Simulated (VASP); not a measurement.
# Al16H in VASP: notebook

The runs below take Al16H through single point, with PBE.

All numbers are computed with VASP 6.6.1; they aren't measurements. Logs are shortened: lines on timing, memory, paths and dates and some standing lists are left out, and cuts for length are marked.

## (1) The cell of the first run

The cell holds a slab with vacuum, 17 atoms: a = 5.728 Å, b = 5.728 Å, c = 19.075 Å, α = 90.00°, β = 90.00°, γ = 90.00°.

## (2) Single point, PBE

File INCAR:

```
PREC = Accurate
ENCUT = 520
EDIFF = 1E-6
ISMEAR = 0
SIGMA = 0.05
LREAL = Auto
LASPH = T
NELM = 80
ALGO = Normal
ISIF = 2
LWAVE = F
LCHARG = F
GGA = PE
NBANDS = 38
```

File KPOINTS:

```
Automatic mesh
0
Gamma
  3 3 1
```

File POSCAR:

```
Al16H
1.0
    5.7275650000      0.0000000000      0.0000000000
    0.0000000000      5.7275650000      0.0000000000
    0.0000000000      0.0000000000     19.0750000000
Al H
16 1
Direct
    0.2499999564      0.2499999564      0.0524245872
    0.7500000436      0.2499999564      0.0524245872
    0.2499999564      0.7500000436      0.0524245872
    0.7500000436      0.7500000436      0.0524245872
    0.0005291952      0.0000223481      0.1577160157
    0.4945763165      0.0000174594      0.1564297772
   -0.0010339472      0.5000276732      0.1564256881
    0.4992355390      0.5000308159      0.1556791088
    0.2552234676      0.2477059623      0.2666087025
    0.7504387990      0.2528662704      0.2630011533
    0.2552344670      0.7523396068      0.2666124771
    0.7504649882      0.7472239948      0.2630101704
    0.0007341689      0.0000501086      0.3677469987
    0.5008821375      0.0000375378      0.3692276278
   -0.0056018570      0.5000257527      0.3645390301
    0.5127196287      0.5000292445      0.3689128178
    1.1519795934      0.0000534258      0.4416564613
```

Potentials or basis: VASP PAW PBE potentials, release 64 (Al, H).

Run with:

```
$ cat potpaw_PBE.64/Al/POTCAR potpaw_PBE.64/H/POTCAR > POTCAR
$ mpirun -np 1 vasp_std > vasp.out
```

OUTCAR:

```text
PREC = Accurate
   ENCUT = 520
   EDIFF = 1E-6
   ISMEAR = 0
   LREAL = Auto
   LASPH = T
   NELM = 80
   ISIF = 2
   GGA = PE

 ion  position               nearest neighbor table
   1  0.250  0.250  0.052-   6 2.82   8 2.82   7 2.84   5 2.85   2 2.86   3 2.86   2 2.86   3 2.86

   2  0.750  0.250  0.052-   8 2.83   7 2.83   6 2.85   5 2.85   1 2.86   4 2.86   4 2.86   1 2.86

   3  0.250  0.750  0.052-   6 2.82   8 2.82   7 2.84   5 2.85   1 2.86   4 2.86   4 2.86   1 2.86
[... 23 lines left out ...]
  15  0.994  0.500  0.365-  16 2.76  12 2.78  10 2.78  11 2.79   9 2.79  13 2.86  13 2.86  16 2.97

  16  0.513  0.500  0.369-  15 2.76  10 2.82  12 2.82  11 2.84   9 2.84  14 2.86  14 2.86  15 2.97

  17  0.152  0.000  0.442-  13 1.65

  LATTYP: Found a simple tetragonal cell.
 ALAT       =     5.7275650000
 C/A-ratio  =     3.3303856002

  Lattice vectors:

 A1 = (   5.7275650000,   0.0000000000,   0.0000000000)
 A2 = (   0.0000000000,   5.7275650000,   0.0000000000)
 A3 = (   0.0000000000,   0.0000000000,  19.0750000000)

Analysis of symmetry for initial positions (statically):
=====================================================================
 Subroutine PRICEL returns:
 Original cell was already a primitive cell.

 Routine SETGRP: Setting up the symmetry group for a
 simple tetragonal supercell.

 Subroutine GETGRP returns: Found  1 space group operations
 (whereof  1 operations were pure point group operations)
 out of a pool of 16 trial point group operations.

The static configuration has the point symmetry C_1 .

Analysis of symmetry for dynamics (positions and initial velocities):
=====================================================================
 Subroutine PRICEL returns:
 Original cell was already a primitive cell.

 Routine SETGRP: Setting up the symmetry group for a
 simple tetragonal supercell.

 Subroutine GETGRP returns: Found  1 space group operations
 (whereof  1 operations were pure point group operations)
 out of a pool of 16 trial point group operations.

The dynamic configuration has the point symmetry C_1 .

 Subroutine INISYM returns: Found  1 space group operations
 (whereof  1 operations are pure point group operations),
 and found     1 'primitive' translations

----------------------------------------------------------------------------------------

                                     Primitive cell

  volume of cell :     625.7554

  direct lattice vectors                    reciprocal lattice vectors
     5.727565000  0.000000000  0.000000000     0.174594265  0.000000000  0.000000000
     0.000000000  5.727565000  0.000000000     0.000000000  0.174594265  0.000000000
     0.000000000  0.000000000 19.075000000     0.000000000  0.000000000  0.052424640

  length of vectors
     5.727565000  5.727565000 19.075000000     0.174594265  0.174594265  0.052424640

  position of ions in fractional coordinates (direct lattice)
     0.249999956  0.249999956  0.052424587
     0.750000044  0.249999956  0.052424587
     0.249999956  0.750000044  0.052424587
     0.750000044  0.750000044  0.052424587
     0.000529195  0.000022348  0.157716016
     0.494576317  0.000017459  0.156429777
[... 9 lines left out ...]
     0.512719629  0.500029244  0.368912818
     0.151979593  0.000053426  0.441656461

  ion indices of the primitive-cell ions
   primitive index   ion index
                 1           1
                 2           2
                 3           3
                 4           4
                 5           5
                 6           6
[... 9 lines left out ...]
                16          16
                17          17

----------------------------------------------------------------------------------------

 KPOINTS: Automatic mesh

Automatic generation of k-mesh.
 Grid dimensions read from file:
 generate k-points for:    3    3    1

 Generating k-lattice:

  Cartesian coordinates                     Fractional coordinates (reciprocal lattice)
     0.058198088  0.000000000  0.000000000     0.333333333  0.000000000  0.000000000
     0.000000000  0.058198088  0.000000000     0.000000000  0.333333333  0.000000000
     0.000000000  0.000000000  0.052424640     0.000000000  0.000000000  1.000000000

  Length of vectors
     0.058198088  0.058198088  0.052424640

  Shift w.r.t. Gamma in fractional coordinates (k-lattice)
     0.000000000  0.000000000  0.000000000

 Subroutine IBZKPT returns following result:
 ===========================================

 Found      5 irreducible k-points:

 Following reciprocal coordinates:
            Coordinates               Weight
  0.000000  0.000000  0.000000      1.000000
  0.333333  0.000000  0.000000      2.000000
  0.000000  0.333333  0.000000      2.000000
  0.333333  0.333333  0.000000      2.000000
 -0.333333  0.333333  0.000000      2.000000
   k-points           NKPTS =      5   k-points in BZ     NKDIM =      5   number of bands    NBANDS=     38
   number of dos      NEDOS =    301   number of ions     NIONS =     17
   total plane-waves  NPLWV = 331776
   dimension x,y,z NGX =    48 NGY =   48 NGZ =  144
   dimension x,y,z NGXF=    96 NGYF=   96 NGZF=  288
   ions per type =              16   1
   NGX,Y,Z   is equivalent  to a cutoff of  13.93, 13.93, 12.55 a.u.
   NGXF,Y,Z  is equivalent  to a cutoff of  27.86, 27.86, 25.10 a.u.
 SYSTEM =  unknown system
   PREC   = accura    normal or accurate (medium, high low for compatibility)
   ISTART =      0    job   : 0-new  1-cont  2-samecut
   ICHARG =      2    charge: 1-file 2-atom 10-const
   ISPIN  =      1    spin polarized calculation?
   LNONCOLLINEAR =      F non collinear calculations
   LSORBIT =      F    spin-orbit coupling
   LASPH  =      T    aspherical Exc in radial PAW
   ENCUT  =  520.0 eV  38.22 Ry    6.18 a.u.  10.65 10.65 35.47*2*pi/ulx,y,z
   NELM   =     80;   NELMIN=  2; NELMDL= -5     # of ELM steps
   EDIFF  = 0.1E-05   stopping-criterion for ELM
   LREAL  =      T    real-space projection
   EDIFFG = 0.1E-04   stopping-criterion for IOM
   NSW    =      0    number of steps for IOM
   IBRION =     -1    ionic relax: 0-MD 1-quasi-New 2-CG
   NFREE  =      0    steps in history (QN), initial steepest desc. (CG)
   ISIF   =      2    stress and relaxation
   ISYM   =      2    0-nonsym 1-usesym 2-fastsym
   POTIM  = 0.5000    time-step for ionic-motion
   TEBEG  =    0.0;   TEEND  =   0.0 temperature during run
   PSTRESS=    0.0 pullay stress
   NELECT =      49.0000    total number of electrons
   NUPDOWN=      -1.0000    fix difference up-down
   EMIN   =  10.00;   EMAX   =-10.00  energy-range for DOS
   EFERMI =   0.00;   METHOD = LEGACY
   ISMEAR =     0;   SIGMA  =   0.05  broadening in eV -4-tet -1-fermi 0-gaus
   EFERMI_NEDOS =   21; number of points for ismear=-14 and -15
   IALGO  =     38    algorithm
   IMIX   =      4    mixing-type and parameters
     AMIX     =   0.40;   BMIX     =  1.00
     AMIX_MAG =   1.60;   BMIX_MAG =  1.00
  volume/ion in A,a.u.               =      36.81       248.40
  Fermi-wavevector in a.u.,A,eV,Ry     =   0.700388  1.323541  6.674246  0.490543
  Thomas-Fermi vector in A             =   1.784527
   LORBIT       =      0    0 simple, 1 ext, 2 COOP (PROOUT), +10 PAW based schemes
   GGA     = PE    functional components
   LHFCALC =     F    Hartree Fock is set to
   AEXX    =    0.0000 exact exchange contribution
   IVDW    =     0    specifies the selected vdW correction
   LEPSILON=     F    determine dielectric tensor
   LRPA    =     F    only Hartree local field effects (RPA)
 non-spin polarized calculation
 Gauss-broadening in eV      SIGMA  =   0.05
  energy-cutoff  :      520.00
  volume of cell :      625.76
 maximum number of plane-waves:     16899
 NGX is ok and might be reduce to    42
   NGX = 21   NGY = 21   NGZ = 71

 number of electron      49.0000000 magnetization

 Free energy of the ion-electron system (eV)
  ---------------------------------------------------
  ext. energy  EPLUGINS =         0.00000000
  ---------------------------------------------------
  free energy    TOTEN  =       -59.52323529 eV

  energy without entropy =      -59.50870760  energy(sigma->0) =      -59.51597144

 E-fermi :   1.0026     XC(G=0):  -5.3614

 val. band max:        0.9725675025   @ k =  -0.3333   0.3333   0.0000
 cond. band min:       1.0117559118   @ k =   0.0000   0.0000   0.0000
 fundamental gap:      0.0391884093
 Fermi energy:         1.0025967871

 k-point     1 :       0.0000    0.0000    0.0000
  band No.  band energies     occupation
      1      -9.6767      2.00000
      2      -8.3928      2.00000
      3      -6.2373      2.00000
      4      -5.3581      2.00000
      5      -5.2513      2.00000
      6      -5.2338      2.00000
[... 28 lines left out ...]
     35       3.2491      0.00000
     36       3.3568      0.00000

 k-point     2 :       0.3333    0.0000    0.0000
  band No.  band energies     occupation
      1      -9.1781      2.00000
      2      -7.9018      2.00000
      3      -7.6906      2.00000
      4      -6.4355      2.00000
      5      -5.7485      2.00000
      6      -4.8103      2.00000
[... 28 lines left out ...]
     35       3.5240      0.00000
     36       3.7538      0.00000

 k-point     3 :       0.0000    0.3333    0.0000
  band No.  band energies     occupation
      1      -9.1782      2.00000
      2      -7.9020      2.00000
      3      -7.6920      2.00000
      4      -6.4444      2.00000
      5      -5.7491      2.00000
      6      -4.7753      2.00000
[... 28 lines left out ...]
     35       3.5042      0.00000
     36       3.7560      0.00000

 k-point     4 :       0.3333    0.3333    0.0000
  band No.  band energies     occupation
      1      -8.6814      2.00000
      2      -7.4145      2.00000
      3      -7.2428      2.00000
      4      -7.1555      2.00000
      5      -6.0302      2.00000
      6      -5.8793      2.00000
[... 28 lines left out ...]
     35       3.7127      0.00000
     36       4.0697      0.00000

 k-point     5 :      -0.3333    0.3333    0.0000
  band No.  band energies     occupation
      1      -8.6814      2.00000
      2      -7.4145      2.00000
      3      -7.2428      2.00000
      4      -7.1556      2.00000
      5      -6.0302      2.00000
      6      -5.8792      2.00000
[... 28 lines left out ...]
     35       3.7127      0.00000
     36       4.0696      0.00000
 [bands above 36 left out]

------------------------ aborting loop because EDIFF is reached ----------------------------------------

  FORCE on cell =-STRESS in cart. coord.  units (eV):
  Direction    XX          YY          ZZ          XY          YZ          ZX
  --------------------------------------------------------------------------------------
  -------------------------------------------------------------------------------------
  Total       -4.3082581     -4.1243373     -0.3686948     -0.0003027     -0.0022927      0.3922526
  in kB      -11.0308175    -10.5599087     -0.9440022     -0.0007751     -0.0058702      1.0043193
  external PRESSURE =      -7.5115761 kB  Pullay stress =       0.0000000 kB

 VOLUME and BASIS-vectors are now :
 -----------------------------------------------------------------------------
  energy-cutoff  :      520.00
  volume of cell :      625.76
      direct lattice vectors                 reciprocal lattice vectors
     5.727565000  0.000000000  0.000000000     0.174594265  0.000000000  0.000000000
     0.000000000  5.727565000  0.000000000     0.000000000  0.174594265  0.000000000
     0.000000000  0.000000000 19.075000000     0.000000000  0.000000000  0.052424640

 POSITION                                       TOTAL-FORCE (eV/Angst)
 -----------------------------------------------------------------------------------
      1.43189      1.43189      1.00000        -0.026108     -0.040845      0.010987
      4.29567      1.43189      1.00000         0.017135      0.050303      0.011029
      1.43189      4.29567      1.00000        -0.026198      0.041299      0.010817
      4.29567      4.29567      1.00000         0.017221     -0.049887      0.010808
      0.00303      0.00013      3.00843        -0.004014     -0.000162      0.002810
      2.83272      0.00010      2.98390         0.001350     -0.000015      0.001492
[... 9 lines left out ...]
      2.93664      2.86395      7.03701        -0.005165      0.000099     -0.002972
      0.87047      0.00031      8.42460         0.125030     -0.000029     -0.064573
 -----------------------------------------------------------------------------------
    total drift:                                0.006703     -0.000992      0.004840

  FREE ENERGIE OF THE ION-ELECTRON SYSTEM (eV)
  ---------------------------------------------------
  free  energy   TOTEN  =       -59.5232352861 eV

  energy  without entropy=      -59.5087075978  energy(sigma->0) =      -59.51597144
```

Wall time 2.4 min (1 thread of Intel Xeon 6975P-C (Granite Rapids), shared host); peak memory 0.64 GiB.

Results:

| Quantity | Value |
| --- | --- |
| Free energy | -59.5232 eV |
| Largest force | 0.141 eV/Å |

Forces in eV/Å, atoms in the order of the input:
```
Al  -0.026 -0.041  0.011
Al   0.017  0.050  0.011
Al  -0.026  0.041  0.011
Al   0.017 -0.050  0.011
Al  -0.004  0.000  0.003
Al   0.001  0.000  0.001
Al  -0.004  0.000  0.002
Al   0.001  0.000 -0.001
Al  -0.011 -0.002  0.002
Al  -0.009 -0.005 -0.003
Al  -0.011  0.002  0.002
Al  -0.009  0.004 -0.004
Al  -0.020  0.000 -0.007
Al  -0.032  0.000  0.031
Al  -0.005  0.000 -0.002
Al  -0.005  0.000 -0.003
H    0.125  0.000 -0.065
```

Caveat: the k points lie up to 0.37 Å⁻¹ apart.

## (3) Single point, PBE

File INCAR:

```
SYSTEM = Al16H
PREC = Accurate ; ENCUT = 520
EDIFF = 1E-6 ; ISMEAR = 0
SIGMA = 0.05 ; LREAL = Auto
LASPH = .True. ; NELM = 100
ALGO = Normal ; ISIF = 2
LWAVE = .False. ; LCHARG = .True.
GGA = PE ; LELF = .True.
LVHAR = .True. ; NBANDS = 38
```

File KPOINTS:

```
regular mesh
0
Gamma
  3 3 1
  0 0 0
```

File POSCAR:

```
Al16H
1.0
    5.7275650000      0.0000000000      0.0000000000
    0.0000000000      5.7275650000      0.0000000000
    0.0000000000      0.0000000000     19.0750000000
Al H
16 1
Direct
    0.2499999564      0.2499999564      0.0524245872
    0.7500000436      0.2499999564      0.0524245872
    0.2499999564      0.7500000436      0.0524245872
    0.7500000436      0.7500000436      0.0524245872
    0.0006529826      0.0000174594      0.1575861075
    0.4947111032      0.0000137929      0.1567007077
   -0.0021562392      0.5000243559      0.1565755701
    0.4989993130      0.5000313397      0.1558344430
    0.2524736079      0.2466315092      0.2669084142
    0.7474670301      0.2524011513      0.2630009436
    0.2524847819      0.7533866486      0.2669123460
    0.7474827435      0.7476716545      0.2630105898
   -0.0063648339      0.0000359664      0.3677528178
    0.4842822386      0.0000209513      0.3726906946
   -0.0094670248      0.5000149278      0.3652644823
    0.5111645176      0.5000166738      0.3685829620
    1.1990166851     -0.0000824085      0.4339811796
```

Potentials or basis: VASP PAW PBE potentials, release 64 (Al, H).

Run with:

```
$ cat potpaw_PBE.64/Al/POTCAR potpaw_PBE.64/H/POTCAR > POTCAR
$ mpirun -np 1 vasp_std > vasp.out
```

OUTCAR:

```text
SYSTEM = Al16H
   PREC = Accurate
   ENCUT = 520
   EDIFF = 1E-6
   ISMEAR = 0
   LREAL = Auto
   LASPH = .True.
   NELM = 100
   ISIF = 2
   GGA = PE

 ion  position               nearest neighbor table
   1  0.250  0.250  0.052-   6 2.82   8 2.82   7 2.84   5 2.85   2 2.86   3 2.86   2 2.86   3 2.86

   2  0.750  0.250  0.052-   8 2.83   7 2.83   5 2.85   6 2.85   1 2.86   4 2.86   4 2.86   1 2.86

   3  0.250  0.750  0.052-   6 2.82   8 2.82   7 2.84   5 2.85   1 2.86   4 2.86   4 2.86   1 2.86
[... 12 lines left out ...]
                             5 2.90  11 2.90   8 2.93   7 2.94
  10  0.747  0.252  0.263-  15 2.78  16 2.81   9 2.84  12 2.84  13 2.84   7 2.86   8 2.87   5 2.87
[... 419 lines left out ...]
  Total       -4.9479610     -4.5819635     -0.6643161      0.0000238     -0.0016331      0.6480489
  in kB      -12.6687057    -11.7316098     -1.7009078      0.0000609     -0.0041813      1.6592574
  external PRESSURE =      -8.7004078 kB  Pullay stress =       0.0000000 kB

 VOLUME and BASIS-vectors are now :
 -----------------------------------------------------------------------------
  energy-cutoff  :      520.00
  volume of cell :      625.76
      direct lattice vectors                 reciprocal lattice vectors
     5.727565000  0.000000000  0.000000000     0.174594265  0.000000000  0.000000000
     0.000000000  5.727565000  0.000000000     0.000000000  0.174594265  0.000000000
     0.000000000  0.000000000 19.075000000     0.000000000  0.000000000  0.052424640

 POSITION                                       TOTAL-FORCE (eV/Angst)
 -----------------------------------------------------------------------------------
      1.43189      1.43189      1.00000        -0.030699     -0.015489      0.022479
      4.29567      1.43189      1.00000         0.015317      0.066537      0.012786
      1.43189      4.29567      1.00000        -0.030725      0.015808      0.022310
      4.29567      4.29567      1.00000         0.015325     -0.066275      0.012620
      0.00374      0.00010      3.00596        -0.002177     -0.000030      0.000751
      2.83349      0.00008      2.98907         0.005145      0.000071      0.005403
[... 9 lines left out ...]
      2.92773      2.86388      7.03072        -0.013047     -0.000049     -0.009551
      1.13988      5.72709      8.27819         0.258340      0.000406     -0.147314
 -----------------------------------------------------------------------------------
    total drift:                                0.008135     -0.000074      0.006034

  FREE ENERGIE OF THE ION-ELECTRON SYSTEM (eV)
  ---------------------------------------------------
  free  energy   TOTEN  =       -59.6129817976 eV

  energy  without entropy=      -59.5986439982  energy(sigma->0) =      -59.60581290
```

stdout:

```text
POSCAR found type information on POSCAR AlH
 POSCAR found :  2 types and      17 ions
 scaLAPACK will be used
 LDA part: xc-table for (Slater+PW92), standard interpolation
 POSCAR, INCAR and KPOINTS ok, starting setup
 FFT: planning ... GRIDC
 FFT: planning ... GRID_SOFT
 FFT: planning ... GRID
 WAVECAR not read
 entering main loop
```

Run time: 2.2 min. Hardware: 1 thread of Intel Xeon 6975P-C (Granite Rapids), shared host; peak memory 0.64 GiB.

What came out:

```yaml
Free_energy: -59.6130 eV
Largest_force: 0.297 eV/Å
```

Forces on the atoms (eV/Å):
```
Al  -0.031 -0.015  0.022
Al   0.015  0.067  0.013
Al  -0.031  0.016  0.022
Al   0.015 -0.066  0.013
Al  -0.002  0.000  0.001
Al   0.005  0.000  0.005
Al  -0.002  0.000  0.003
Al   0.000 -0.001 -0.001
Al  -0.014 -0.003  0.006
Al  -0.016 -0.004 -0.001
Al  -0.014  0.003  0.006
Al  -0.016  0.004 -0.002
Al  -0.041  0.000 -0.002
Al  -0.099  0.000  0.063
Al  -0.016  0.000  0.008
Al  -0.013  0.000 -0.010
H    0.258  0.000 -0.147
```

Caveat: the k points lie up to 0.37 Å⁻¹ apart.
